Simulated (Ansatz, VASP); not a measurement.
**SrTiO3 in VASP and in Ansatz**

File INCAR:

```
  ALGO = Normal
  EDIFF = 1E-6
  EDIFFG = -0.04
  ENCUT = 600
  GGA = PE
  IBRION = 2
  ISIF = 3
  ISMEAR = 0
  ISPIN = 2
  LASPH = True
  LCHARG = False
  LMAXMIX = 4
  LORBIT = 11
  LREAL = False
  LWAVE = False
  MAGMOM = 0 1 0 0 0
  NELM = 150
  NSW = 90
  PREC = Accurate
  SIGMA = 0.1
```

File KPOINTS:

```
k-points
0
Gamma
  4 4 4
```

The input POSCAR:

```
SrTiO3
1.0
    3.9062013600      0.0000000000      0.0000000000
    0.0000000000      3.9062013600      0.0000000000
    0.0000000000      0.0000000000      4.3900164300
Sr Ti O
1 1 3
Direct
    0.5000000000      0.5000000000      0.5000000000
    0.0000000000      0.0000000000      0.0000000000
    0.0000000000      0.0000000000      0.5000000000
    0.0000000000      0.5000000000      0.0000000000
    0.5000000000      0.0000000000      0.0000000000
```

Input for Ansatz:

```yaml
crystal:
  lattice:
    - [3.90620136, 0.0, 0.0]
    - [0.0, 3.90620136, 0.0]
    - [0.0, 0.0, 4.39001643]
  atoms:
    - { symbol: Sr, position: [0.5, 0.5, 0.5] }
    - { symbol: Ti, position: [0.0, 0.0, 0.0], spin: 1.0 }
    - { symbol: O, position: [0.0, 0.0, 0.5] }
    - { symbol: O, position: [0.0, 0.5, 0.0] }
    - { symbol: O, position: [0.5, 0.0, 0.0] }
basis:
  ecutwfc: 420
kpoints:
  mp_grid: { grid: [4, 4, 4] }
hamiltonian:
  xc: pbe
scf:
  occupations: { method: gaussian, width: 0.1 }
  lower_state_search: "off"
output:
  forces: true
  stress: true
  eigenvalues: true
  populations: true
magnetization:
  spin_polarized: true
relax:
  adjacent_minimum: "off"
  f_tol: 0.04
  max_steps: 70
  cell: { stress_tol: 0.4 }
```

Change from the starting cell: species swapped into the KCrF3 type (P4/mmm, No. 123).

Alike in both runs: task relaxation of cell and atoms; functional PBE; k mesh 4 × 4 × 4; occupations gaussian, width 0.1 eV; collinear spin.

```csv
,VASP,Ansatz
version,VASP 6.6.1,Ansatz 0.2.0
potentials or method,"VASP PAW PBE potentials, release 64 (Sr_sv, Ti_sv, O), cutoff 600 eV","scalar-relativistic, plane waves, PAW"
valence electrons in the cell,40,40
```

VASP gave:

- gap on the k mesh at the Fermi level, each at its own relaxed structure (eV): 1.78
- net moment per atom (μB): 0.00
- relaxed volume (Å³/atom): 12.23
- relaxed length of the cell vector where the two differ most in proportion (Å): 3.945

Which values does Ansatz return?

gap on the k mesh at the Fermi level, each at its own relaxed structure (eV): 1.82; net moment per atom (μB): 0.00; relaxed volume (Å³/atom): 12.20; relaxed length of the cell vector where the two differ most in proportion (Å): 3.937.

Ansatz's warnings: seeded moment not kept.
